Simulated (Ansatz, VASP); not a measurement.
# One calculation of SiC, two programs

```xyz
4
Lattice="3.0919 0.0000 0.0000 -1.5460 2.6777 0.0000 0.0000 0.0000 5.3787" Properties=species:S:1:pos:R:3 pbc="T T T"
Si    0.0000    1.7851    2.6938
Si    1.5460    0.8926    5.3832
C     0.0000    1.7851    4.7020
C     1.5460    0.8926    2.0126
```

Alike in both runs: task single point; functional PBE; k mesh 12 × 12 × 6; occupations gaussian, width 0.02 eV; no spin polarisation.

|  | VASP | Ansatz |
| --- | --- | --- |
| version | VASP 6.6.1 | Ansatz 0.2.0 |
| potentials or method | VASP PAW PBE potentials, release 64 (Si, C), cutoff 520 eV | scalar-relativistic, plane waves, PAW |
| valence electrons in the cell | 16 | 16 |

|  | VASP | Ansatz | Ansatz less VASP |
| --- | --- | --- | --- |
| gap on the k mesh at the Fermi level (eV) | 2.10 | 2.11 | +0.006 |
| least direct gap on the mesh (eV) | 4.28 | 4.27 | -0.004 |
| pressure (GPa) | -10.4 | -10.3 | +0.02 |
| traceless stress, the component that is largest in VASP (GPa) | -16.92 | -16.84 | +0.085 |
| rms of the force components (eV/Å) | 0.003 | 0.003 | -0.0003 |

Atom by atom the forces differ by 0.000 eV/Å (rms over components).
